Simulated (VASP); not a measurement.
## FeO (Wuestite): single point with PBEsol

The system is FeO (Wuestite).

```xyz
2
Lattice="0.0000 2.1554 2.1554 2.1554 0.0000 2.1554 2.1554 2.1554 0.0000" Properties=species:S:1:pos:R:3 pbc="T T T"
Fe    0.0000    0.0000    0.0000
O     2.1554    2.1554    2.1554
```

```yaml
Program: VASP 6.6.1
Task: single point
Functional: PBEsol
Potentials_or_basis: VASP PAW PBE potentials, release 64 (Fe, O)
Cutoff: 520 eV
k_mesh: 9 × 9 × 9
Occupations: fermi-dirac, width 0.05 eV
Spin: collinear spin, ferromagnetic start
Starting_moments: "[0.8, 0.0] μB"
Fixed_moment: 0.8 μB
Dipole_correction: no
Further_INCAR_settings: ALGO = Normal; EDIFF = 1e-06; NBANDS = 18
```

```json
{
  "Pressure": "-31.3 GPa",
  "Net moment": "0.80 μB per cell",
  "Site moments": "Fe +0.79; O +0.01 μB",
  "Valence electrons inside the program's atomic spheres": "Fe 6.86; O 4.89"
}
```

Wall time 22 s on 1 thread of AMD EPYC 9R14 (Zen 4), with other jobs on the host, peak memory 0.13 GiB.

Caveat: the PAW data sets were made with another functional, which shifts forces and pressure a little; the total moment is fixed, so each spin has its own Fermi level; a cell with one magnetic atom can't hold antiferromagnetic order, which such compounds often take.
